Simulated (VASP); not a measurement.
Na: single point with revPBE

Na:

```
CELL_PARAMETERS angstrom
0.00000 2.62678 2.62678
2.62678 0.00000 2.62678
2.62678 2.62678 0.00000
ATOMIC_POSITIONS crystal
Na 0.00000 0.00000 0.00000
```

This cell differs from its parent crystal: volume scaled by 0.92.

```yaml
Program: VASP 6.6.1
Task: single point
Functional: revPBE
Potentials_or_basis: VASP PAW PBE potentials, release 64 (Na_pv)
Cutoff: 520 eV
k_mesh: 17 × 17 × 17
Occupations: fermi-dirac, width 0.1 eV
Spin: no spin polarisation
Dipole_correction: no
Further_INCAR_settings: ALGO = Normal; EDIFF = 1e-07; NBANDS = 10
```

- Pressure: 0.7 GPa

Levels at points of the mesh, in eV from the Fermi level:
```
           k point  band 2  band 3  band 4  band 5  band 6  band 7
(0.00, 0.00, 0.00)  -24.89  -24.89   -3.32   11.26   11.26   11.26
```

It took 15 s on 1 thread of Intel(R) Xeon(R) 6975P-C (Granite Rapids) (shared host), peak memory 0.18 GiB.

Caveat: the PAW data sets were made with another functional, which shifts forces and pressure a little.
